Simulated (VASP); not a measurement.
# BaS (Fm-3m) in VASP: notebook

The runs below take BaS through single point, with PBEsol.

Everything below comes from runs of VASP 6.6.1. Logs are shortened: lines on timing, memory, paths and dates and some standing lists are left out, and cuts for length are marked.

## (1) The cell of the first run

The structure is cubic, space group Fm-3m (No. 225). The conventional cell has a = 6.034 Å, b = 6.034 Å, c = 6.034 Å, α = 90.00°, β = 90.00°, γ = 90.00°. Ba (site symmetry m-3m) has 6 S at 3.02 Å within 4.0 Å. Within 4.0 Å of S (site symmetry m-3m) lie 6 Ba at 3.02 Å.

## (2) Single point, PBEsol (Ca replaced by Ba, lengths x 1.083, strained)

File INCAR:

```
SYSTEM = BaS
PREC = Accurate
ENCUT = 500
EDIFF = 1E-6
ISMEAR = 0
SIGMA = 0.02
LREAL = .FALSE.
LASPH = .TRUE.
NELM = 120
ALGO = Normal
ISIF = 2
LWAVE = .FALSE.
LCHARG = .TRUE.
GGA = PS
LELF = .TRUE.
LVHAR = .TRUE.
NBANDS = 15
GGA_COMPAT = .FALSE.
```

File KPOINTS:

```
Automatic mesh
0
G
  8 8 8
  0 0 0
```

File POSCAR:

```
BaS
1.0
    0.0000000000      3.0171675625      3.0171675625
    3.0171675625      0.0000000000      3.0171675625
    3.0171675625      3.0171675625      0.0000000000
Ba S
1 1
Direct
    0.0000000000      0.0000000000      0.0000000000
    0.5000000000      0.5000000000      0.5000000000
```

Potentials or basis: VASP PAW PBE potentials, release 64 (Ba_sv, S).

Command:

```
cat potpaw_PBE.64/Ba_sv/POTCAR potpaw_PBE.64/S/POTCAR > POTCAR
mpirun -np 1 vasp_std > vasp.out
```

OUTCAR:

```text
SYSTEM = BaS
   PREC = Accurate
   ENCUT = 500
   EDIFF = 1E-6
   ISMEAR = 0
   LREAL = .FALSE.
   LASPH = .TRUE.
   NELM = 120
   ISIF = 2
   GGA = PS

 ion  position               nearest neighbor table
   1  0.000  0.000  0.000-   2 3.02   2 3.02   2 3.02   2 3.02   2 3.02   2 3.02
   2  0.500  0.500  0.500-   1 3.02   1 3.02   1 3.02   1 3.02   1 3.02   1 3.02

  LATTYP: Found a face centered cubic cell.
 ALAT       =     6.0343351250

  Lattice vectors:

 A1 = (   0.0000000000,   3.0171675625,   3.0171675625)
 A2 = (   3.0171675625,   0.0000000000,   3.0171675625)
 A3 = (   3.0171675625,   3.0171675625,   0.0000000000)

Analysis of symmetry for initial positions (statically):
=====================================================================
 Subroutine PRICEL returns:
 Original cell was already a primitive cell.

 Routine SETGRP: Setting up the symmetry group for a
 face centered cubic supercell.

 Subroutine GETGRP returns: Found 48 space group operations
 (whereof 48 operations were pure point group operations)
 out of a pool of 48 trial point group operations.

The static configuration has the point symmetry O_h .

Analysis of symmetry for dynamics (positions and initial velocities):
=====================================================================
 Subroutine PRICEL returns:
 Original cell was already a primitive cell.

 Routine SETGRP: Setting up the symmetry group for a
 face centered cubic supercell.

 Subroutine GETGRP returns: Found 48 space group operations
 (whereof 48 operations were pure point group operations)
 out of a pool of 48 trial point group operations.

The dynamic configuration has the point symmetry O_h .

 Subroutine INISYM returns: Found 48 space group operations
 (whereof 48 operations are pure point group operations),
 and found     1 'primitive' translations

----------------------------------------------------------------------------------------

                                     Primitive cell

  volume of cell :      54.9324

  direct lattice vectors                    reciprocal lattice vectors
     0.000000000  3.017167563  3.017167563    -0.165718340  0.165718340  0.165718340
     3.017167563  0.000000000  3.017167563     0.165718340 -0.165718340  0.165718340
     3.017167563  3.017167563  0.000000000     0.165718340  0.165718340 -0.165718340

  length of vectors
     4.266919287  4.266919287  4.266919287     0.287032585  0.287032585  0.287032585

  position of ions in fractional coordinates (direct lattice)
     0.000000000  0.000000000  0.000000000
     0.500000000  0.500000000  0.500000000

  ion indices of the primitive-cell ions
   primitive index   ion index
                 1           1
                 2           2

----------------------------------------------------------------------------------------
[... 87 lines left out ...]
   IALGO  =     38    algorithm
   IMIX   =      4    mixing-type and parameters
     AMIX     =   0.40;   BMIX     =  1.00
     AMIX_MAG =   1.60;   BMIX_MAG =  1.00
  volume/ion in A,a.u.               =      27.47       185.35
  Fermi-wavevector in a.u.,A,eV,Ry     =   1.085189  2.050710 16.022700  1.177635
  Thomas-Fermi vector in A             =   2.221297
   LORBIT       =      0    0 simple, 1 ext, 2 COOP (PROOUT), +10 PAW based schemes
   GGA     = PS    functional components
   LHFCALC =     F    Hartree Fock is set to
   AEXX    =    0.0000 exact exchange contribution
   IVDW    =     0    specifies the selected vdW correction
   LEPSILON=     F    determine dielectric tensor
   LRPA    =     F    only Hartree local field effects (RPA)
 non-spin polarized calculation
 Gauss-broadening in eV      SIGMA  =   0.02
  energy-cutoff  :      500.00
  volume of cell :       54.93
 maximum number of plane-waves:      1411
   NGX = 15   NGY = 15   NGZ = 15

 number of electron      16.0000001 magnetization

 Free energy of the ion-electron system (eV)
  ---------------------------------------------------
  ext. energy  EPLUGINS =         0.00000000
  ---------------------------------------------------
  free energy    TOTEN  =       -10.45150325 eV

  energy without entropy =      -10.45150325  energy(sigma->0) =      -10.45150325

 E-fermi :   2.4617     XC(G=0):  -9.5562

 val. band max:        2.3378762576   @ k =   0.0000   0.0000   0.0000
 cond. band min:       3.9204611000   @ k =   0.5000   0.5000   0.0000
 fundamental gap:      1.5825848424
 Fermi energy:         2.4616876813

 k-point     1 :       0.0000    0.0000    0.0000
  band No.  band energies     occupation
      1     -23.2453      2.00000
      2      -8.2982      2.00000
      3      -8.2437      2.00000
      4      -8.2437      2.00000
      5      -8.2437      2.00000
      6       2.3379      2.00000
      7       2.3379      2.00000
      8       2.3379      2.00000
      9       6.0521      0.00000
     10       6.0521      0.00000
     11       6.0521      0.00000
     12       6.6364      0.00000
     13       7.2064      0.00000
     14       7.2064      0.00000
[... 401 lines left out ...]
      2     -10.0192      2.00000
      3      -8.6150      2.00000
      4      -8.4443      2.00000
      5      -6.6285      2.00000
      6       0.5178      2.00000
      7       1.2625      2.00000
      8       1.4359      2.00000
      9       7.1211      0.00000
     10       7.3759      0.00000
     11       9.6498      0.00000
     12      10.1363      0.00000
     13      11.1163      0.00000
     14      11.9964      0.00000
     15      13.0329      0.00000

 [... further k-points ...]

------------------------ aborting loop because EDIFF is reached ----------------------------------------

  FORCE on cell =-STRESS in cart. coord.  units (eV):
  Direction    XX          YY          ZZ          XY          YZ          ZX
  --------------------------------------------------------------------------------------
  -------------------------------------------------------------------------------------
  Total        3.5813630      3.5813630      3.5813630      0.0000000      0.0000000      0.0000000
  in kB      104.4553387    104.4553387    104.4553387      0.0000000      0.0000000      0.0000000
  external PRESSURE =     104.4553387 kB  Pullay stress =       0.0000000 kB

 VOLUME and BASIS-vectors are now :
 -----------------------------------------------------------------------------
  energy-cutoff  :      500.00
  volume of cell :       54.93
      direct lattice vectors                 reciprocal lattice vectors
     0.000000000  3.017167563  3.017167563    -0.165718340  0.165718340  0.165718340
     3.017167563  0.000000000  3.017167563     0.165718340 -0.165718340  0.165718340
     3.017167563  3.017167563  0.000000000     0.165718340  0.165718340 -0.165718340

 POSITION                                       TOTAL-FORCE (eV/Angst)
 -----------------------------------------------------------------------------------
      0.00000      0.00000      0.00000         0.000000      0.000000      0.000000
      3.01717      3.01717      3.01717        -0.000000     -0.000000     -0.000000
 -----------------------------------------------------------------------------------
    total drift:                                0.000000     -0.000000     -0.000000

  FREE ENERGIE OF THE ION-ELECTRON SYSTEM (eV)
  ---------------------------------------------------
  free  energy   TOTEN  =       -10.4515032496 eV

  energy  without entropy=      -10.4515032496  energy(sigma->0) =      -10.45150325
```

stdout:

```text
POSCAR found type information on POSCAR BaS
 POSCAR found :  2 types and       2 ions
 scaLAPACK will be used
 -----------------------------------------------------------------------------
|                                                                             |
|                                                                             |
|     You enforced a specific xc type in the INCAR file but a different       |
|     I HOPE YOU KNOW WHAT YOU ARE DOING!                                     |
|                                                                             |
 -----------------------------------------------------------------------------

 LDA part: xc-table for (Slater+PW92), standard interpolation
 POSCAR, INCAR and KPOINTS ok, starting setup
 FFT: planning ... GRIDC
 FFT: planning ... GRID_SOFT
 FFT: planning ... GRID
 WAVECAR not read
 entering main loop
```

Wall time 36 s (1 thread of Intel Xeon Platinum 8488C (Sapphire Rapids), shared host); peak memory 0.17 GiB.

What came out:

* Free energy: -10.4515 eV
* Pressure: 10.4 GPa
* Band gap on the k mesh: 1.58 eV, indirect (the least direct gap lies 1.6 meV higher)

Levels at points of the mesh, in eV from the valence-band top:
| k point | band 6 | band 7 | band 8 | band 9 | band 10 | band 11 |
| --- | --- | --- | --- | --- | --- | --- |
| (0.00, 0.00, 0.00) | 0.00 | 0.00 | 0.00 | 3.71 | 3.71 | 3.71 |
| (0.50, 0.00, 0.00) | -2.41 | -1.50 | -1.50 | 6.02 | 6.04 | 6.89 |
| (0.50, 0.50, 0.00) | -0.23 | 0.00 | 0.00 | 1.58 | 6.29 | 7.04 |

Caveat: the cell differs from its parent crystal (Ca replaced by Ba, lengths x 1.083, strained); the PAW data sets were made with another functional, which shifts forces and pressure a little; spin-orbit coupling is left out, which moves the levels of the heavy elements.

## (3) Single point, PBEsol (Ca replaced by Ba, lengths x 1.083, strained)

File INCAR:

```
PREC = Accurate
ENCUT = 500
EDIFF = 1E-6
ISMEAR = 0
SIGMA = 0.1
LREAL = F
LASPH = T
NELM = 120
ALGO = Normal
ISIF = 2
LWAVE = F
LCHARG = F
GGA = PS
NBANDS = 15
GGA_COMPAT = F
```

File KPOINTS:

```
regular mesh
0
Gamma
  6 6 6
```

POSCAR is that of step 2.

Potentials or basis: VASP PAW PBE potentials, release 64 (Ba_sv, S).

Command:

```
cat potpaw_PBE.64/Ba_sv/POTCAR potpaw_PBE.64/S/POTCAR > POTCAR
mpirun -np 1 vasp_std > vasp.out
```

Run time: 16 s. Hardware: 1 thread of Intel Xeon 8259CL, shared host; peak memory 0.17 GiB.

It converged, with:

```
Free energy            : -10.4509 eV
Pressure               : 10.5 GPa
Band gap on the k mesh : 1.58 eV, indirect (the least direct gap lies 1.7 meV higher)
```

Levels at points of the mesh, in eV from the valence-band top:
| k point | band 4 | band 5 | band 6 | band 7 | band 8 | band 9 | band 10 | band 11 | band 12 | band 13 |
| --- | --- | --- | --- | --- | --- | --- | --- | --- | --- | --- |
| (0.00, 0.00, 0.00) | -10.58 | -10.58 | 0.00 | 0.00 | 0.00 | 3.71 | 3.71 | 3.71 | 4.30 | 4.87 |
| (0.50, 0.00, 0.00) | -10.64 | -8.46 | -2.41 | -1.50 | -1.50 | 6.02 | 6.04 | 6.88 | 6.88 | 9.34 |
| (0.50, 0.50, 0.00) | -10.95 | -10.60 | -0.23 | 0.00 | 0.00 | 1.58 | 6.29 | 7.04 | 8.40 | 8.40 |

Caveat: the cell differs from its parent crystal (Ca replaced by Ba, lengths x 1.083, strained); the PAW data sets were made with another functional, which shifts forces and pressure a little; spin-orbit coupling is left out, which moves the levels of the heavy elements. A k mesh can miss the band edges.
